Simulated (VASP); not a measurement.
**WS: single point with r2SCAN**

Crystal: WS.

```
W S
1.0
     3.00789    0.00000    0.00000
     0.00000    3.00789    0.00000
     0.00000    0.00000    3.00789
W S
1 1
Direct
  0.50000 0.50000 0.50000
  0.00000 0.00000 0.00000
```

| Item | Value |
| --- | --- |
| Program | VASP 6.6.1 |
| Task | single point |
| Functional | r2SCAN |
| Potentials or basis | VASP PAW PBE potentials, release 64 (W_sv, S) |
| Cutoff | 520 eV |
| k mesh | 5 × 5 × 5 |
| Occupations | fermi-dirac, width 0.05 eV |
| Spin | no spin polarisation |

| Item | Value |
| --- | --- |
| Pressure | -2.0 GPa |
| Band gap on the k mesh | zero (band 10 reaches 14.29 eV, above the bottom of band 11 at 12.27 eV) |

Levels at points of the mesh, in eV from the Fermi level:
```tsv
k point	band 7	band 8	band 9	band 10	band 11	band 12	band 13	band 14
(0.00, 0.00, 0.00)	-5.08	-3.39	-3.39	-3.39	0.96	0.96	0.96	2.48
```

It took 30 s on 1 thread of Intel Xeon 8259CL (shared host), peak memory 0.14 GiB.

Caveat: the k points lie up to 0.42 Å⁻¹ apart; the PAW data sets were made with another functional, which shifts forces and pressure a little; spin-orbit coupling is left out, which moves the levels of the heavy elements.
